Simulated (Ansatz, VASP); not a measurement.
One calculation of WS2, two programs

```
S W
1.0
     3.09423    0.00000    0.00000
    -1.54712    2.67969    0.00000
     0.00000    0.00000   30.08000
S W
2 1
Direct
  0.66667 0.33333 0.29913
  0.66667 0.33333 0.40367
  0.33333 0.66667 0.35140
```

Alike in both runs: functional LDA; k mesh 12 × 12 × 1; occupations gaussian, width 0.02 eV; no spin polarisation.

Ansatz relaxed the structure, and its values are those at the end. VASP's run is a single point on that final structure, the one shown.

|  | VASP | Ansatz |
| --- | --- | --- |
| version | VASP 6.6.1 | Ansatz 0.2.0 |
| potentials or method | VASP PAW LDA potentials, release 64 (S, W_sv) | scalar-relativistic, plane waves, PAW |
| plane-wave cutoff (eV) | 400 | 420 |
| valence electrons in the cell | 26 | 26 |

VASP gave:

```
rms of the force components (eV/Å) : 0.024
```

**Question.** Estimate Ansatz's values.

**Answer.** rms of the force components (eV/Å): 0.000.

LDA's correlation is that of Perdew and Zunger in VASP and of Perdew and Wang (1992) in Ansatz.

Spin-orbit coupling is off throughout.
